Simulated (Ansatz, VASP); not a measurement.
## One calculation of TaN, two programs

```xyz
2
Lattice="0.0000 2.1245 2.1790 2.2335 0.0000 2.1790 2.2335 2.1245 0.0000" Properties=species:S:1:pos:R:3 pbc="T T T"
Ta    2.2335    2.1245    2.1790
N     0.0000    0.0000    0.0000
```

Change from the starting cell: strain +0.0250 x Voigt [1, -1, 0, 0, 0, 0], atoms carried along.

Alike in both runs: task single point; functional PBE; k mesh 18 × 18 × 18; occupations gaussian, width 0.02 eV; no spin polarisation.

|  | VASP | Ansatz |
| --- | --- | --- |
| version | VASP 6.6.1 | Ansatz 0.2.0 |
| potentials or method | VASP PAW PBE potentials, release 64 (Ta_pv, N), cutoff 520 eV | scalar-relativistic, plane waves, PAW |
| valence electrons in the cell | 16 | 18 |

```csv
,VASP,Ansatz,Ansatz less VASP
gap on the k mesh at the Fermi level (eV),none,none,-
pressure (GPa),17.4,16.5,-0.98
"traceless stress, the component that is largest in VASP (GPa)",18.10,17.93,-0.165
```

A gap of «none» marks a metal or a gap that the smearing closes. VASP's potentials hold 16 valence electrons a cell and Ansatz's 18, so a difference there can come from the potentials and not from the codes.

Spin-orbit coupling is off throughout.
